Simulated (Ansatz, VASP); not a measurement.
# One calculation of SiC, two programs

```
Si C
1.0
     4.37973    0.00000    0.00000
     0.00000   -4.37973    0.00000
     0.00000    0.00000   -4.37973
Si C
4 4
Cartesian
  0.0693 -0.0693 -0.0693
  2.1899 -2.1899 0.0000
  2.1899 0.0000 -2.1899
  0.0000 -2.1899 -2.1899
  3.2848 -3.2848 -3.2848
  1.0949 -1.0949 -3.2848
  1.0949 -3.2848 -1.0949
  3.2848 -1.0949 -1.0949
```

Alike in both runs: task single point; functional PBE; k mesh 6 × 6 × 6; occupations gaussian, width 0.05 eV; no spin polarisation.

|  | VASP | Ansatz |
| --- | --- | --- |
| version | VASP 6.6.1 | Ansatz 0.2.0 |
| potentials or method | VASP PAW PBE potentials, release 64 (Si, C), cutoff 520 eV | scalar-relativistic, plane waves, PAW |
| valence electrons in the cell | 32 | 32 |

```tsv
	VASP	Ansatz	Ansatz less VASP
gap on the k mesh at the Fermi level (eV)	0.78	0.79	+0.003
least direct gap on the mesh (eV)	0.78	0.79	+0.003
pressure (GPa)	0.4	0.4	+0.05
traceless stress, the component that is largest in VASP (GPa)	0.68	0.68	0.000
rms of the force components (eV/Å)	0.608	0.609	+0.0003
```

Atom by atom the forces differ by 0.001 eV/Å (rms over components). With one functional, cell and mesh, what is left measures potentials, basis and numerics.
